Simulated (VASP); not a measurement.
Set up this calculation in VASP 6.6.1, as the native input.

```
Task                   : single point
Functional             : PBE
Potentials or basis    : VASP PAW PBE potentials, release 64 (Ga_d, N)
Cutoff                 : 600 eV
k mesh                 : 3 × 3 × 3
Occupations            : gaussian, width 0.01 eV
Spin                   : no spin polarisation
Dipole correction      : no
Further INCAR settings : ALGO = Normal; EDIFF = 1e-06; NBANDS = 16
```

The structure of GaN lies in POSCAR:

```
GaN
1.0
    0.0000000000      2.2737365900      2.2737365900
    2.2737365900      0.0000000000      2.2737365900
    2.2737365900      2.2737365900      0.0000000000
Ga N
1 1
Direct
    0.0000000000      0.0000000000      0.0000000000
    0.2500000000      0.2500000000      0.2500000000
```

These files were run (other wordings do the same):

INCAR

```
SYSTEM = GaN
ALGO = Normal ; EDIFF = 1E-6
ENCUT = 600 ; GGA = PE
GGA_COMPAT = .FALSE. ; ISIF = 2
ISMEAR = 0 ; LASPH = .TRUE.
LCHARG = .TRUE. ; LELF = .TRUE.
LREAL = .FALSE. ; LVHAR = .TRUE.
LWAVE = .FALSE. ; NBANDS = 16
NELM = 120 ; PREC = Accurate
SIGMA = 0.01
```

KPOINTS

```
k-points
0
G
  3 3 3
  0 0 0
```

Potentials or basis: VASP PAW PBE potentials, release 64 (Ga_d, N).

The run is started by

```bash
$ cat potpaw_PBE.64/Ga_d/POTCAR potpaw_PBE.64/N/POTCAR > POTCAR
$ mpirun -np 1 vasp_std > vasp.out
```

It gave:

| Quantity | Value |
| --- | --- |
| Pressure | 0.3 GPa |
| Band gap on the k mesh | 1.48 eV, direct |

Caveat: the k points lie up to 0.80 Å⁻¹ apart.

It used 6.3 s of CPU time on 1 thread of AMD EPYC 7R13 Processor (Zen 3) (shared host).
